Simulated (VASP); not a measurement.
Runs of VASP 6.6.1 on P. The structure is that of space group Im-3m (No. 229), or close to it. The cells are those of the table. 

```csv
task,cell,cutoff (eV),k mesh for the DOS,occupations for the DOS,gap on the mesh (eV),pressure (GPa)
single point,"a = 2.643 Å, angles 109.5°, 1 atom",520,-,-,none,-0.2
single point,"a = 2.551 Å, angles 109.5°, 1 atom",520,-,-,none,(b)
single point,"a = 2.097 Å, angles 109.5°, 1 atom",520,-,-,none,276.6
single point,"a = 2.229 Å, angles 109.5°, 1 atom",520,-,-,none,138.7
single point,"a = 1.947 Å, angles 109.5°, 1 atom",520,-,-,none,(a)
single point,"a = 2.453 Å, angles 109.5°, 1 atom",520,-,-,none,33.1
relaxation of cell and atoms,"relaxed from a = 2.691 Å, angles 109.5°, 1 atom",600,-,-,none,0.0
```

Alike in all rows: level PBE; potentials or basis VASP PAW PBE potentials, release 64 (P); no spin polarisation; k mesh 17 × 17 × 17; smearing fermi-dirac 0.1 eV.

Estimate the missing entries.

(a) 571.7; (b) 12.4.

A gap of «none» marks levels without a gap at the run's occupations.
